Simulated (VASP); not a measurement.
# Cd (P6_3/mmc) in VASP: further runs

Runs on Cd. Level: PBEsol+D3(BJ). Tasks: single point, relaxation of volume and atoms at fixed shape.

Program: VASP 6.6.1. These are calculated values, not measurements. Logs are shortened: lines on timing, memory, paths and dates and some standing lists are left out, and cuts for length are marked.

## Step 1: The cell of the first run

It takes space group P6_3/mmc (No. 194, hexagonal). The conventional cell has a = 2.904 Å, b = 2.904 Å, c = 5.477 Å, α = 90.00°, β = 90.00°, γ = 120.00°. Within 3.8 Å of Cd (site symmetry -6m2) lie 12 Cd at 2.90 to 3.21 Å.

## Step 2: Single point, PBEsol+D3(BJ)

The input, INCAR:

```
  PREC = Accurate
  ENCUT = 520
  EDIFF = 1E-6
  ISMEAR = -1
  SIGMA = 0.1
  LREAL = False
  LASPH = True
  NELM = 100
  ALGO = Normal
  ISIF = 2
  LWAVE = False
  LCHARG = False
  GGA = PS
  IVDW = 12
  NBANDS = 19
```

The input, KPOINTS:

```
Automatic mesh
0
Gamma
  9 9 4
```

The input, POSCAR:

```
Cd
1.0
    2.9044053313      0.0000000000      0.0000000000
   -1.4522026656      2.5152887998      0.0000000000
    0.0000000000      0.0000000000      5.4772221089
Cd
2
Direct
    0.3333333333      0.6666666667      0.2500000000
    0.6666666667      0.3333333333      0.7500000000
```

Potentials or basis: VASP PAW PBE potentials, release 64 (Cd).

Launch:

```bash
$ cat potpaw_PBE.64/Cd/POTCAR > POTCAR
$ mpirun -np 1 vasp_std > vasp.out
```

OUTCAR:

```text
PREC = Accurate
   ENCUT = 520
   EDIFF = 1E-6
   ISMEAR = -1
   LREAL = False
   LASPH = True
   NELM = 100
   ISIF = 2
   GGA = PS
   IVDW = 12
 IVDW          = 12

 ion  position               nearest neighbor table
   1  0.333  0.667  0.250-   2 3.21   2 3.21   2 3.21   2 3.21   2 3.21   2 3.21
   2  0.667  0.333  0.750-   1 3.21   1 3.21   1 3.21   1 3.21   1 3.21   1 3.21

  LATTYP: Found a hexagonal cell.
 ALAT       =     2.9044053313
 C/A-ratio  =     1.8858325489

  Lattice vectors:

 A1 = (   2.9044053313,   0.0000000000,   0.0000000000)
 A2 = (  -1.4522026656,   2.5152887998,   0.0000000000)
 A3 = (   0.0000000000,   0.0000000000,   5.4772221089)

Analysis of symmetry for initial positions (statically):
=====================================================================
 Subroutine PRICEL returns:
 Original cell was already a primitive cell.

 Routine SETGRP: Setting up the symmetry group for a
 hexagonal supercell.

 Subroutine GETGRP returns: Found 24 space group operations
 (whereof 12 operations were pure point group operations)
 out of a pool of 24 trial point group operations.

The static configuration has the point symmetry D_3d.
 The point group associated with its full space group is D_6h.

Analysis of symmetry for dynamics (positions and initial velocities):
=====================================================================
 Subroutine PRICEL returns:
 Original cell was already a primitive cell.

 Routine SETGRP: Setting up the symmetry group for a
 hexagonal supercell.

 Subroutine GETGRP returns: Found 24 space group operations
 (whereof 12 operations were pure point group operations)
 out of a pool of 24 trial point group operations.

The dynamic configuration has the point symmetry D_3d.
 The point group associated with its full space group is D_6h.

 Subroutine INISYM returns: Found 24 space group operations
 (whereof 12 operations are pure point group operations),
 and found     1 'primitive' translations

----------------------------------------------------------------------------------------

                                     Primitive cell

  volume of cell :      40.0134

  direct lattice vectors                    reciprocal lattice vectors
     2.904405331  0.000000000  0.000000000     0.344304560  0.198784330  0.000000000
    -1.452202666  2.515288800  0.000000000     0.000000000  0.397568661  0.000000000
     0.000000000  0.000000000  5.477222109     0.000000000  0.000000000  0.182574301

  length of vectors
     2.904405331  2.904405331  5.477222109     0.397568661  0.397568661  0.182574301

  position of ions in fractional coordinates (direct lattice)
     0.333333333  0.666666667  0.250000000
     0.666666667  0.333333333  0.750000000

  ion indices of the primitive-cell ions
   primitive index   ion index
                 1           1
                 2           2

----------------------------------------------------------------------------------------

 KPOINTS: Automatic mesh

Automatic generation of k-mesh.
 Grid dimensions read from file:
 generate k-points for:    9    9    4

 Generating k-lattice:

  Cartesian coordinates                     Fractional coordinates (reciprocal lattice)
     0.038256062  0.022087148  0.000000000     0.111111111  0.000000000  0.000000000
     0.000000000  0.044174296  0.000000000     0.000000000  0.111111111  0.000000000
     0.000000000  0.000000000  0.045643575     0.000000000  0.000000000  0.250000000

  Length of vectors
     0.044174296  0.044174296  0.045643575

  Shift w.r.t. Gamma in fractional coordinates (k-lattice)
     0.000000000  0.000000000  0.000000000

 Subroutine IBZKPT returns following result:
 ===========================================

 Found     36 irreducible k-points:

 Following reciprocal coordinates:
            Coordinates               Weight
  0.000000  0.000000  0.000000      1.000000
  0.111111  0.000000  0.000000      6.000000
  0.222222  0.000000  0.000000      6.000000
  0.333333  0.000000  0.000000      6.000000
  0.444444  0.000000  0.000000      6.000000
  0.111111  0.111111  0.000000      6.000000
[... 16 lines left out ...]
  0.333333  0.222222  0.250000     24.000000
  0.333333  0.333333  0.250000      4.000000
 [... further k-points ...]
   k-points           NKPTS =     36   k-points in BZ     NKDIM =     36   number of bands    NBANDS=     19
   number of dos      NEDOS =    301   number of ions     NIONS =      2
   total plane-waves  NPLWV =  24192
   dimension x,y,z NGX =    24 NGY =   24 NGZ =   42
   dimension x,y,z NGXF=    48 NGYF=   48 NGZF=   84
   ions per type =               2
   NGX,Y,Z   is equivalent  to a cutoff of  13.74, 13.74, 12.75 a.u.
   NGXF,Y,Z  is equivalent  to a cutoff of  27.47, 27.47, 25.50 a.u.
 SYSTEM =  unknown system
   PREC   = accura    normal or accurate (medium, high low for compatibility)
   ISTART =      0    job   : 0-new  1-cont  2-samecut
   ICHARG =      2    charge: 1-file 2-atom 10-const
   ISPIN  =      1    spin polarized calculation?
   LNONCOLLINEAR =      F non collinear calculations
   LSORBIT =      F    spin-orbit coupling
   LASPH  =      T    aspherical Exc in radial PAW
   ENCUT  =  520.0 eV  38.22 Ry    6.18 a.u.   5.40  5.40 10.18*2*pi/ulx,y,z
   NELM   =    100;   NELMIN=  2; NELMDL= -5     # of ELM steps
   EDIFF  = 0.1E-05   stopping-criterion for ELM
   LREAL  =      F    real-space projection
   EDIFFG = 0.1E-04   stopping-criterion for IOM
   NSW    =      0    number of steps for IOM
   IBRION =     -1    ionic relax: 0-MD 1-quasi-New 2-CG
   NFREE  =      0    steps in history (QN), initial steepest desc. (CG)
   ISIF   =      2    stress and relaxation
   ISYM   =      2    0-nonsym 1-usesym 2-fastsym
   POTIM  = 0.5000    time-step for ionic-motion
   TEBEG  =    0.0;   TEEND  =   0.0 temperature during run
   PSTRESS=    0.0 pullay stress
   NELECT =      24.0000    total number of electrons
   NUPDOWN=      -1.0000    fix difference up-down
   EMIN   =  10.00;   EMAX   =-10.00  energy-range for DOS
   EFERMI =   0.00;   METHOD = LEGACY
   ISMEAR =    -1;   SIGMA  =   0.10  broadening in eV -4-tet -1-fermi 0-gaus
   EFERMI_NEDOS =   21; number of points for ismear=-14 and -15
   IALGO  =     38    algorithm
   IMIX   =      4    mixing-type and parameters
     AMIX     =   0.40;   BMIX     =  1.00
     AMIX_MAG =   1.60;   BMIX_MAG =  1.00
  volume/ion in A,a.u.               =      20.01       135.01
  Fermi-wavevector in a.u.,A,eV,Ry     =   1.380628  2.609009 25.934534  1.906134
  Thomas-Fermi vector in A             =   2.505488
   LORBIT       =      0    0 simple, 1 ext, 2 COOP (PROOUT), +10 PAW based schemes
   GGA     = PS    functional components
   LHFCALC =     F    Hartree Fock is set to
   AEXX    =    0.0000 exact exchange contribution
   IVDW    =    12    specifies the selected vdW correction
   LEPSILON=     F    determine dielectric tensor
   LRPA    =     F    only Hartree local field effects (RPA)
 non-spin polarized calculation
  energy-cutoff  :      520.00
  volume of cell :       40.01
 maximum number of plane-waves:      1101
 NGX is ok and might be reduce to    24
   NGX = 11   NGY = 11   NGZ = 21

 number of electron      24.0000013 magnetization

 Free energy of the ion-electron system (eV)
  ---------------------------------------------------
  ext. energy  EPLUGINS =         0.00000000
  ---------------------------------------------------
  free energy    TOTEN  =        -2.34809249 eV

  energy without entropy =       -2.31568175  energy(sigma->0) =       -2.33188712

 E-fermi :   3.6011     XC(G=0): -11.6201

 val. band max:        3.5973639355   @ k =   0.3333   0.2222   0.2500
 cond. band min:       3.7239391966   @ k =   0.3333   0.3333   0.0000
 fundamental gap:      0.1265752612
 Fermi energy:         3.6011098177

 k-point     1 :       0.0000    0.0000    0.0000
  band No.  band energies     occupation
      1      -6.8384      2.00000
      2      -6.5535      2.00000
      3      -6.0477      2.00000
      4      -6.0477      2.00000
      5      -6.0292      2.00000
      6      -5.9859      2.00000
[... 11 lines left out ...]
     18      19.0622      0.00000
     19      19.5227      0.00000

 k-point     2 :       0.1111    0.0000    0.0000
  band No.  band energies     occupation
      1      -6.6978      2.00000
      2      -6.3881      2.00000
      3      -6.1139      2.00000
      4      -6.0337      2.00000
      5      -5.9168      2.00000
      6      -5.8597      2.00000
[... 11 lines left out ...]
     18      18.8907      0.00000
     19      19.8492      0.00000

 k-point     3 :       0.2222    0.0000    0.0000
  band No.  band energies     occupation
      1      -6.6122      2.00000
      2      -6.3455      2.00000
      3      -6.1215      2.00000
      4      -5.9194      2.00000
      5      -5.8698      2.00000
      6      -5.6021      2.00000
[... 11 lines left out ...]
     18      16.6265      0.00000
     19      17.4104      0.00000

 k-point     4 :       0.3333    0.0000    0.0000
  band No.  band energies     occupation
      1      -6.8053      2.00000
      2      -6.5755      2.00000
      3      -6.3137      2.00000
      4      -5.8455      2.00000
      5      -5.8299      2.00000
      6      -5.6853      2.00000
[... 407 lines left out ...]
     18      13.9345      0.00000
     19      15.8234      0.00000

 k-point    23 :       0.3333    0.2222    0.2500
  band No.  band energies     occupation
      1      -6.4533      2.00000
      2      -6.3910      2.00000
      3      -6.1961      2.00000
      4      -6.1531      2.00000
      5      -5.9830      2.00000
      6      -5.5923      2.00000
[... 11 lines left out ...]
     18      12.2410      0.00000
     19      14.9278      0.00000

 k-point    24 :       0.3333    0.3333    0.2500
  band No.  band energies     occupation
      1      -6.3013      2.00000
      2      -6.1876      2.00000
      3      -6.1876      2.00000
      4      -5.9505      2.00000
      5      -5.8726      2.00000
      6      -5.8726      2.00000
[... 11 lines left out ...]
     18      11.6606      0.00000
     19      12.8922      0.00000

 [... further k-points ...]

------------------------ aborting loop because EDIFF is reached ----------------------------------------

 Edisp (eV)   -0.89768

 E8    (eV) :    -0.6011

  FORCE on cell =-STRESS in cart. coord.  units (eV):
  Direction    XX          YY          ZZ          XY          YZ          ZX
  --------------------------------------------------------------------------------------
  -------------------------------------------------------------------------------------
  Total       0.19448     0.19448    -0.01184     0.00000     0.00000     0.00000
  in kB       7.78727     7.78727    -0.47401     0.00000     0.00000     0.00000
  external pressure =        5.03 kB  Pullay stress =        0.00 kB

 VOLUME and BASIS-vectors are now :
 -----------------------------------------------------------------------------
  energy-cutoff  :      520.00
  volume of cell :       40.01
      direct lattice vectors                 reciprocal lattice vectors
     2.904405331  0.000000000  0.000000000     0.344304560  0.198784330  0.000000000
    -1.452202666  2.515288800  0.000000000     0.000000000  0.397568661  0.000000000
     0.000000000  0.000000000  5.477222109     0.000000000  0.000000000  0.182574301

 POSITION                                       TOTAL-FORCE (eV/Angst)
 -----------------------------------------------------------------------------------
     -0.00000      1.67686      1.36931        -0.000000      0.000000     -0.000000
      1.45220      0.83843      4.10792         0.000000     -0.000000      0.000000
 -----------------------------------------------------------------------------------
    total drift:                               -0.000000      0.000000      0.000000

  FREE ENERGIE OF THE ION-ELECTRON SYSTEM (eV)
  ---------------------------------------------------
  free  energy   TOTEN  =        -3.2457688710 eV

  energy  without entropy=       -3.2133581322  energy(sigma->0) =       -3.22956350
```

Wall time 26 s (1 thread of Intel Xeon 8259CL, shared host); peak memory 0.18 GiB.

Results:

| Property | Result |
| --- | --- |
| Free energy | -3.2458 eV |
| Pressure | 0.5 GPa |
| Band gap on the k mesh | zero (bands 12 and 13 overlap by 4.01 eV) |
| Dispersion energy per atom | -0.449 eV |

Caveat: the PAW data sets were made with another functional, which shifts forces and pressure a little.

## Step 3: Relaxation of volume and atoms at fixed shape, PBEsol+D3(BJ)

This run uses another cell than the first one, of 21.59 Å³/atom.

The input, INCAR:

```
PREC = Accurate
ENCUT = 600
EDIFF = 1E-7
ISMEAR = -1
SIGMA = 0.1
LREAL = False
LASPH = True
NELM = 80
ALGO = Normal
ISIF = 8
LWAVE = False
LCHARG = False
GGA = PS
IVDW = 12
IBRION = 2
NSW = 80
EDIFFG = -0.01
```

KPOINTS is that of step 2.

The input, POSCAR:

```
Cd
1.0
    2.9788700000      0.0000000000      0.0000000000
   -1.4894350000      2.5797770900      0.0000000000
    0.0000000000      0.0000000000      5.6176500000
Cd
2
Direct
    0.3333333346      0.6666666693      0.2500000000
    0.6666666673      0.3333333346      0.7500000000
```

Potentials or basis: VASP PAW PBE potentials, release 64 (Cd).

Launch:

```bash
$ cat potpaw_PBE.64/Cd/POTCAR > POTCAR
$ mpirun -np 1 vasp_std > vasp.out
```

OUTCAR:

```text
PREC = Accurate
   ENCUT = 600
   EDIFF = 1E-7
   ISMEAR = -1
   LREAL = False
   LASPH = True
   NELM = 80
   ISIF = 8
   GGA = PS
   IVDW = 12
   IBRION = 2
   NSW = 80
   EDIFFG = -0.01
 IVDW          = 12

 ion  position               nearest neighbor table
   1  0.333  0.667  0.250-   2 3.29   2 3.29   2 3.29   2 3.29   2 3.29   2 3.29
   2  0.667  0.333  0.750-   1 3.29   1 3.29   1 3.29   1 3.29   1 3.29   1 3.29

  LATTYP: Found a hexagonal cell.
 ALAT       =     2.9788700000
 C/A-ratio  =     1.8858325472

  Lattice vectors:

 A1 = (   2.9788700000,   0.0000000000,   0.0000000000)
 A2 = (  -1.4894350000,   2.5797770900,   0.0000000000)
 A3 = (   0.0000000000,   0.0000000000,   5.6176500000)

Analysis of symmetry for initial positions (statically):
=====================================================================
 Subroutine PRICEL returns:
[... 179 lines left out ...]

 E8    (eV) :    -0.5554
[... 71 lines left out ...]
--------------------------------------- Ionic step        3  -------------------------------------------

 number of electron      23.9999999 magnetization

 Free energy of the ion-electron system (eV)
  ---------------------------------------------------
  ext. energy  EPLUGINS =         0.00000000
  ---------------------------------------------------
  free energy    TOTEN  =        -2.35542528 eV

  energy without entropy =       -2.32274972  energy(sigma->0) =       -2.33908750

 E-fermi :   3.5579     XC(G=0): -11.5919

 val. band max:        3.4638796456   @ k =   0.3333   0.1111   0.0000
 cond. band min:       3.5586800003   @ k =   0.3333   0.2222   0.2500
 fundamental gap:      0.0948003547
 Fermi energy:         3.5578710876

 k-point     1 :       0.0000    0.0000    0.0000
  band No.  band energies     occupation
      1      -6.8533      2.00000
      2      -6.5677      2.00000
      3      -6.0731      2.00000
      4      -6.0731      2.00000
      5      -6.0368      2.00000
      6      -6.0120      2.00000
[... 433 lines left out ...]
      3      -6.2103      2.00000
      4      -5.9748      2.00000
      5      -5.8983      2.00000
      6      -5.8983      2.00000
[... 8 lines left out ...]
     15       6.4584      0.00000
     16       6.7882      0.00000

 [... further k-points ...]

------------------------ aborting loop because EDIFF is reached ----------------------------------------

 Edisp (eV)   -0.89293

 E8    (eV) :    -0.5979
[... 25 lines left out ...]
  FREE ENERGIE OF THE ION-ELECTRON SYSTEM (eV)
  ---------------------------------------------------
  free  energy   TOTEN  =        -3.2483557366 eV

  energy  without entropy=       -3.2156801699  energy(sigma->0) =       -3.23201795

 reached required accuracy - stopping structural energy minimisation
```

OSZICAR:

```text
N       E                     dE             d eps       ncg     rms          rms(c)
DAV:   1     0.180219777606E+03    0.18022E+03   -0.14668E+04  1152   0.169E+03
[... 23 lines left out ...]
DAV:   2    -0.235760283195E+01    0.26780E-01   -0.72532E-02  1152   0.388E+00    0.390E-01
DAV:   3    -0.235584517135E+01    0.17577E-02   -0.34722E-03  1272   0.728E-01    0.314E-01
DAV:   4    -0.235542647373E+01    0.41870E-03   -0.32908E-04  1240   0.154E-01    0.281E-02
DAV:   5    -0.235542458995E+01    0.18838E-05   -0.85131E-06  1304   0.294E-02    0.163E-02
DAV:   6    -0.235542589163E+01   -0.13017E-05   -0.44424E-06  1424   0.268E-02    0.105E-02
DAV:   7    -0.235542528960E+01    0.60203E-06   -0.74119E-07  1264   0.104E-02    0.208E-03
DAV:   8    -0.235542528237E+01    0.72305E-08   -0.16982E-09   656   0.449E-04
   3 F= -.32483557E+01 E0= -.32320180E+01  d E =-.408807E-01
```

CONTCAR:

```text
Cd
   1.00000000000000
     2.9093831352039499    0.0000000000000000    0.0000000000000000
    -1.4546915676019749    2.5195996999639196    0.0000000000000000
     0.0000000000000000    0.0000000000000000    5.4866094087618693
  Cd
     2
Direct
     0.3333333345999989    0.6666666692999996    0.2500000000000000
     0.6666666672999995    0.3333333345999989    0.7500000000000000

  0.00000000E+00  0.00000000E+00  0.00000000E+00
  0.00000000E+00  0.00000000E+00  0.00000000E+00
```

Wall time 68 s (1 thread of Intel Xeon 8259CL, shared host); peak memory 0.19 GiB.

Results:

```yaml
Free_energy: -3.2484 eV
Relaxed_volume: 20.11 Å³/atom
Relaxed_cell: a = 2.909 Å, b = 2.909 Å, c = 5.487 Å, α = 90.00°, β = 90.00°, γ = 120.00°
Space_group_after_relaxing_to_0.1_Å: P6_3/mmc (No. 194)
Energy_gained_by_relaxing: 20.4 meV/atom
Ionic_steps: 3
Pressure_after_relaxing: 0.0 GPa
Band_gap_on_the_k_mesh: zero (bands 12 and 13 overlap by 4.02 eV)
Dispersion_energy_per_atom: -0.446 eV
```

Step by step:
```
step  energy change (eV)  largest force (eV/Å)  pressure (GPa)  volume (Å³)
   1              0.0000                0.0000           -4.07        43.17
   2             -0.0400                0.0000            0.73        39.83
   3             -0.0409                0.0000            0.01        40.22
```

Final structure:
```yaml
crystal:
  lattice:
    - [2.90938, 0.00000, 0.00000]
    - [-1.45469, 2.51960, 0.00000]
    - [0.00000, 0.00000, 5.48661]
  atoms:
    - { symbol: Cd, position: [0.33333, 0.66667, 0.25000] }
    - { symbol: Cd, position: [0.66667, 0.33333, 0.75000] }
```

Levels at points of the mesh, in eV from the Fermi level:
```csv
k point,band 8,band 9,band 10,band 11,band 12,band 13,band 14,band 15,band 16
"(0.00, 0.00, 0.00)",-9.02,-9.02,-8.72,-8.72,-3.65,-3.22,10.72,14.52,15.37
"(0.00, 0.00, 0.50)",-8.85,-8.85,-8.85,-8.03,-8.03,3.67,3.67,14.86,14.86
```

Caveat: the PAW data sets were made with another functional, which shifts forces and pressure a little.
